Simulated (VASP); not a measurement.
# Co2PtO4 in VASP: single point with PBEsol

Aim: the single point of Co2PtO4 with PBEsol.

All numbers are computed with VASP 6.6.1; they aren't measurements. Logs are shortened: lines on timing, memory, paths and dates and some standing lists are left out, and cuts for length are marked.

## (1) The cell of the first run

The cell holds a slab with vacuum, 7 atoms: a = 2.810 Å, b = 2.810 Å, c = 22.825 Å, α = 90.00°, β = 90.00°, γ = 120.00°.

## (2) Single point, PBEsol

File INCAR:

```
ALGO = Normal ; AMIX = 0.1
AMIX_MAG = 0.4 ; BMIX = 1E-4
BMIX_MAG = 1E-4 ; DIPOL = 0.5 0.5 0.500
EDIFF = 1E-6 ; EFIELD = 0.3
ENCUT = 640 ; GGA = PS
GGA_COMPAT = F ; IDIPOL = 3
ISIF = 2 ; ISMEAR = 0
KPAR = 4 ; LASPH = T
LCHARG = T ; LDIPOL = T
LREAL = F ; LVACPOTAV = T
LVHAR = T ; LWAVE = F
NBANDS = 35 ; NELM = 300
NELMDL = -8 ; PREC = Accurate
SIGMA = 0.1
```

File KPOINTS:

```
k-points
0
Gamma
  12 12 1
```

File POSCAR:

```
Co2PtO4
1.0
    2.8101831225      0.0000000000      0.0000000000
   -1.4050915613      2.4336899734      0.0000000000
    0.0000000000      0.0000000000     22.8253249521
O Co Pt
4 2 1
Direct
    0.0000000000      0.0000000000      0.3285823977
    0.6666666667      0.3333333333      0.4129821504
    0.6666666667      0.3333333333      0.5870178496
    0.3333333333      0.6666666667      0.6714176023
    0.3333333333      0.6666666667      0.3707822740
    0.0000000000      0.0000000000      0.6292177260
    0.6666666667      0.3333333333      0.5000000000
```

Potentials or basis: VASP PAW PBE potentials, release 64 (O, Co, Pt).

Command:

```console
cat potpaw_PBE.64/O/POTCAR potpaw_PBE.64/Co/POTCAR potpaw_PBE.64/Pt/POTCAR > POTCAR
mpirun -np 4 vasp_std > vasp.out
```

OUTCAR:

```text
AMIX = 0.1
   AMIX_MAG = 0.4
   EDIFF = 1E-6
   ENCUT = 640
   GGA = PS
   ISIF = 2
   ISMEAR = 0
   LASPH = T
   LREAL = F
   NELM = 300
   NELMDL = -8
   PREC = Accurate

 ion  position               nearest neighbor table
   1  0.000  0.000  0.329-   5 1.89   5 1.89   5 1.89
   2  0.667  0.333  0.413-   5 1.89   5 1.89   5 1.89   7 1.99
   3  0.667  0.333  0.587-   6 1.89   6 1.89   6 1.89   7 1.99
   4  0.333  0.667  0.671-   6 1.89   6 1.89   6 1.89
   5  0.333  0.667  0.371-   1 1.89   1 1.89   1 1.89   2 1.89   2 1.89   2 1.89
   6  0.000  0.000  0.629-   4 1.89   4 1.89   4 1.89   3 1.89   3 1.89   3 1.89
   7  0.667  0.333  0.500-   2 1.99   3 1.99

  LATTYP: Found a hexagonal cell.
 ALAT       =     2.8101831225
 C/A-ratio  =     8.1223621227

  Lattice vectors:

 A1 = (   2.8101831225,   0.0000000000,   0.0000000000)
 A2 = (  -1.4050915613,   2.4336899734,   0.0000000000)
 A3 = (   0.0000000000,   0.0000000000,  22.8253249521)

Analysis of symmetry for initial positions (statically):
=====================================================================
 Subroutine PRICEL returns:
 Original cell was already a primitive cell.

 Routine SETGRP: Setting up the symmetry group for a
 hexagonal supercell.

 Subroutine GETGRP returns: Found 12 space group operations
 (whereof  6 operations were pure point group operations)
 out of a pool of 24 trial point group operations.

The static configuration has the point symmetry C_3v.
 The point group associated with its full space group is D_3d.

Analysis of symmetry for dynamics (positions and initial velocities):
=====================================================================
 An external electric field (EFIELD) may reduce the allowed symmetry operations
 Subroutine PRICEL returns:
 Original cell was already a primitive cell.

 Routine SETGRP: Setting up the symmetry group for a
 hexagonal supercell.

 Subroutine GETGRP returns: Found  6 space group operations
 (whereof  6 operations were pure point group operations)
 out of a pool of 24 trial point group operations.

The dynamic configuration has the point symmetry C_3v.

 Subroutine INISYM returns: Found  6 space group operations
 (whereof  6 operations are pure point group operations),
 and found     1 'primitive' translations

----------------------------------------------------------------------------------------

                                     Primitive cell

  volume of cell :     156.1050

  direct lattice vectors                    reciprocal lattice vectors
     2.810183122  0.000000000  0.000000000     0.355848696  0.205449341  0.000000000
    -1.405091561  2.433689973  0.000000000     0.000000000  0.410898681  0.000000000
     0.000000000  0.000000000 22.825324952     0.000000000  0.000000000  0.043810986

  length of vectors
     2.810183122  2.810183123 22.825324952     0.410898681  0.410898681  0.043810986

  position of ions in fractional coordinates (direct lattice)
     0.000000000  0.000000000  0.328582398
     0.666666667  0.333333333  0.412982150
     0.666666667  0.333333333  0.587017850
     0.333333333  0.666666667  0.671417602
     0.333333333  0.666666667  0.370782274
     0.000000000  0.000000000  0.629217726
     0.666666667  0.333333333  0.500000000

  ion indices of the primitive-cell ions
   primitive index   ion index
                 1           1
                 2           2
                 3           3
                 4           4
                 5           5
                 6           6
                 7           7

----------------------------------------------------------------------------------------

 KPOINTS: k-points

Automatic generation of k-mesh.
 Grid dimensions read from file:
 generate k-points for:   12   12    1

 Generating k-lattice:

  Cartesian coordinates                     Fractional coordinates (reciprocal lattice)
     0.029654058  0.017120778  0.000000000     0.083333333  0.000000000  0.000000000
     0.000000000  0.034241557  0.000000000     0.000000000  0.083333333  0.000000000
     0.000000000  0.000000000  0.043810986     0.000000000  0.000000000  1.000000000

  Length of vectors
     0.034241557  0.034241557  0.043810986

  Shift w.r.t. Gamma in fractional coordinates (k-lattice)
     0.000000000  0.000000000  0.000000000

 Subroutine IBZKPT returns following result:
 ===========================================

 Found     19 irreducible k-points:

 Following reciprocal coordinates:
            Coordinates               Weight
  0.000000  0.000000  0.000000      1.000000
  0.083333  0.000000  0.000000      6.000000
  0.166667  0.000000  0.000000      6.000000
  0.250000  0.000000  0.000000      6.000000
  0.333333  0.000000  0.000000      6.000000
  0.416667  0.000000  0.000000      6.000000
[... 11 lines left out ...]
  0.333333  0.250000  0.000000     12.000000
  0.333333  0.333333  0.000000      2.000000
   k-points           NKPTS =     19   k-points in BZ     NKDIM =     19   number of bands    NBANDS=     35
   number of dos      NEDOS =    301   number of ions     NIONS =      7
   total plane-waves  NPLWV = 110592
   dimension x,y,z NGX =    24 NGY =   24 NGZ =  192
   dimension x,y,z NGXF=    48 NGYF=   48 NGZF=  384
   ions per type =               4   2   1
   NGX,Y,Z   is equivalent  to a cutoff of  14.20, 14.20, 13.98 a.u.
   NGXF,Y,Z  is equivalent  to a cutoff of  28.40, 28.40, 27.97 a.u.
 SYSTEM =  unknown system
   PREC   = accura    normal or accurate (medium, high low for compatibility)
   ISTART =      0    job   : 0-new  1-cont  2-samecut
   ICHARG =      2    charge: 1-file 2-atom 10-const
   ISPIN  =      1    spin polarized calculation?
   LNONCOLLINEAR =      F non collinear calculations
   LSORBIT =      F    spin-orbit coupling
   LASPH  =      T    aspherical Exc in radial PAW
   ENCUT  =  640.0 eV  47.04 Ry    6.86 a.u.   5.80  5.80 47.08*2*pi/ulx,y,z
   NELM   =    300;   NELMIN=  2; NELMDL= -8     # of ELM steps
   EDIFF  = 0.1E-05   stopping-criterion for ELM
   LREAL  =      F    real-space projection
   EDIFFG = 0.1E-04   stopping-criterion for IOM
   NSW    =      0    number of steps for IOM
   IBRION =     -1    ionic relax: 0-MD 1-quasi-New 2-CG
   NFREE  =      0    steps in history (QN), initial steepest desc. (CG)
   ISIF   =      2    stress and relaxation
   ISYM   =      2    0-nonsym 1-usesym 2-fastsym
   POTIM  = 0.5000    time-step for ionic-motion
   TEBEG  =    0.0;   TEEND  =   0.0 temperature during run
   PSTRESS=    0.0 pullay stress
   NELECT =      52.0000    total number of electrons
   NUPDOWN=      -1.0000    fix difference up-down
   EMIN   =  10.00;   EMAX   =-10.00  energy-range for DOS
   EFERMI =   0.00;   METHOD = LEGACY
   ISMEAR =     0;   SIGMA  =   0.10  broadening in eV -4-tet -1-fermi 0-gaus
   EFERMI_NEDOS =   21; number of points for ismear=-14 and -15
   IALGO  =     38    algorithm
   IMIX   =      4    mixing-type and parameters
     AMIX     =   0.10;   BMIX     =  0.00
     AMIX_MAG =   0.40;   BMIX_MAG =  0.00
  volume/ion in A,a.u.               =      22.30       150.49
  Fermi-wavevector in a.u.,A,eV,Ry     =   1.134846  2.144548 17.522615  1.287876
  Thomas-Fermi vector in A             =   2.271550
   LORBIT       =      0    0 simple, 1 ext, 2 COOP (PROOUT), +10 PAW based schemes
   GGA     = PS    functional components
   LHFCALC =     F    Hartree Fock is set to
   AEXX    =    0.0000 exact exchange contribution
   IVDW    =     0    specifies the selected vdW correction
   LEPSILON=     F    determine dielectric tensor
   LRPA    =     F    only Hartree local field effects (RPA)
 non-spin polarized calculation
 Gauss-broadening in eV      SIGMA  =   0.10
  energy-cutoff  :      640.00
  volume of cell :      156.11
 maximum number of plane-waves:      5772
 NGX is ok and might be reduce to    24
   NGX = 11   NGY = 11   NGZ = 95

 dipolmoment           0.000000      0.000000     -0.017561 electrons x Angstroem

 number of electron      52.0000007 magnetization

 dipolmoment           0.000000      0.000000      0.102354 electrons x Angstroem

 Free energy of the ion-electron system (eV)
  ---------------------------------------------------
  ext. energy  EPLUGINS =         0.00000000
  ---------------------------------------------------
  free energy    TOTEN  =       -49.62535162 eV

  energy without entropy =      -49.58362984  energy(sigma->0) =      -49.60449073

 E-fermi :  -1.3671     XC(G=0):  -5.9214

 val. band max:       -1.3842170891   @ k =   0.1667   0.0833   0.0000
 cond. band min:      -1.3656232072   @ k =   0.1667   0.1667   0.0000
 fundamental gap:      0.0185938820
 Fermi energy:        -1.3670974581

 k-point     1 :       0.0000    0.0000    0.0000
  band No.  band energies     occupation
      1     -22.0752      2.00000
      2     -21.8253      2.00000
      3     -19.4773      2.00000
      4     -19.3656      2.00000
      5      -9.8068      2.00000
      6      -8.5529      2.00000
[... 27 lines left out ...]
     34       5.2197      0.00000
     35       6.3130      0.00000

 k-point     2 :       0.0833    0.0000    0.0000
  band No.  band energies     occupation
      1     -22.0007      2.00000
      2     -21.7477      2.00000
      3     -19.4569      2.00000
      4     -19.3518      2.00000
      5      -9.7495      2.00000
      6      -8.3648      2.00000
[... 27 lines left out ...]
     34       5.3994      0.00000
     35       6.5020      0.00000

 k-point     3 :       0.1667    0.0000    0.0000
  band No.  band energies     occupation
      1     -21.7933      2.00000
      2     -21.5308      2.00000
      3     -19.3991      2.00000
      4     -19.3122      2.00000
      5      -9.6255      2.00000
      6      -8.1801      2.00000
[... 27 lines left out ...]
     34       5.9322      0.00000
     35       7.0400      0.00000

 k-point     4 :       0.2500    0.0000    0.0000
  band No.  band energies     occupation
      1     -21.5012      2.00000
      2     -21.2227      2.00000
      3     -19.3124      2.00000
      4     -19.2512      2.00000
      5      -9.4944      2.00000
      6      -8.3422      2.00000
[... 27 lines left out ...]
     34       6.8330      0.00000
     35       7.8853      0.00000

 k-point     5 :       0.3333    0.0000    0.0000
  band No.  band energies     occupation
      1     -21.2009      2.00000
      2     -20.9021      2.00000
      3     -19.2110      2.00000
      4     -19.1753      2.00000
      5      -9.3783      2.00000
      6      -8.6808      2.00000
[... 448 lines left out ...]
 k-point    17 :       0.2500    0.2500    0.0000
  band No.  band energies     occupation
      1     -20.9182      2.00000
      2     -20.6024      2.00000
      3     -19.0690      2.00000
      4     -19.0475      2.00000
      5      -9.1471      2.00000
      6      -8.7236      2.00000
[... 27 lines left out ...]
     34       9.6818      0.00000
     35       9.7926      0.00000

 k-point    18 :       0.3333    0.2500    0.0000
  band No.  band energies     occupation
      1     -20.8181      2.00000
      2     -20.4973      2.00000
      3     -19.0055      2.00000
      4     -18.9854      2.00000
      5      -9.0606      2.00000
      6      -8.7398      2.00000
[... 27 lines left out ...]
     34       8.6539      0.00000
     35      10.9012      0.00000

 k-point    19 :       0.3333    0.3333    0.0000
  band No.  band energies     occupation
      1     -20.7851      2.00000
      2     -20.4638      2.00000
      3     -18.9775      2.00000
      4     -18.9575      2.00000
      5      -9.0002      2.00000
      6      -8.4418      2.00000
[... 27 lines left out ...]
     34       6.7686      0.00000
     35      11.7912      0.00000

------------------------ aborting loop because EDIFF is reached ----------------------------------------

  FORCE on cell =-STRESS in cart. coord.  units (eV):
  Direction    XX          YY          ZZ          XY          YZ          ZX
  --------------------------------------------------------------------------------------
  -------------------------------------------------------------------------------------
  Total       -2.3610747     -2.3610747     -1.3539698      0.0000000      0.0000000      0.0000000
  in kB      -24.2327929    -24.2327929    -13.8964134      0.0000000      0.0000000      0.0000000
  external PRESSURE =     -20.7873331 kB  Pullay stress =       0.0000000 kB

 VOLUME and BASIS-vectors are now :
 -----------------------------------------------------------------------------
  energy-cutoff  :      640.00
  volume of cell :      156.11
      direct lattice vectors                 reciprocal lattice vectors
     2.810183122  0.000000000  0.000000000     0.355848696  0.205449341  0.000000000
    -1.405091561  2.433689973  0.000000000     0.000000000  0.410898681  0.000000000
     0.000000000  0.000000000 22.825324952     0.000000000  0.000000000  0.043810986

 POSITION                                       TOTAL-FORCE (eV/Angst)
 -----------------------------------------------------------------------------------
      0.00000      0.00000      7.50000        -0.000000      0.000000      1.341385
      1.40509      0.81123      9.42645        -0.000000     -0.000000      0.164718
      1.40509      0.81123     13.39887         0.000000     -0.000000     -0.147658
     -0.00000      1.62246     15.32532        -0.000000      0.000000     -1.245748
     -0.00000      1.62246      8.46323         0.000000      0.000000     -1.684842
      0.00000      0.00000     14.36210         0.000000      0.000000      1.567639
      1.40509      0.81123     11.41266         0.000000      0.000000      0.004507
 -----------------------------------------------------------------------------------
    total drift:                               -0.000000      0.000000      0.000346

  FREE ENERGIE OF THE ION-ELECTRON SYSTEM (eV)
  ---------------------------------------------------
  free  energy   TOTEN  =       -49.6253516185 eV

  energy  without entropy=      -49.5836298379  energy(sigma->0) =      -49.60449073
```

Run time: 7.5 min. Hardware: 4 MPI ranks of AMD EPYC 7R32 (Zen 2), shared host; peak memory 0.41 GiB.

What came out:

* Free energy: -49.6254 eV
* Largest force: 1.685 eV/Å
* Band gap on the k mesh: zero (bands 26 and 27 overlap by 0.13 eV)

Forces in eV/Å, atoms in the order of the input:
```
O    0.000  0.000  1.341
O    0.000  0.000  0.165
O    0.000  0.000 -0.148
O    0.000  0.000 -1.246
Co   0.000  0.000 -1.685
Co   0.000  0.000  1.568
Pt   0.000  0.000  0.005
```

Levels at points of the mesh, in eV from the Fermi level:
```
           k point  band 22  band 23  band 24  band 25  band 26  band 27  band 28  band 29  band 30  band 31
(0.00, 0.00, 0.00)    -1.29    -1.29    -0.67    -0.67    -0.09     0.02     2.41     2.41     2.58     2.58
(0.50, 0.00, 0.00)    -0.69    -0.68    -0.36    -0.34     0.01     0.95     1.81     2.24     2.43     2.44
```

Caveat: the PAW data sets were made with another functional, which shifts forces and pressure a little; spin-orbit coupling is left out, which moves the levels of the heavy elements; the run has no spin polarisation, though such a crystal can be magnetic; semilocal functionals often make such compounds metallic where correlation or magnetic order opens a gap, which also shifts bond lengths. With open d or f shells a metallic result of PBEsol can be an artefact of self-interaction; +U or a hybrid may open a gap.
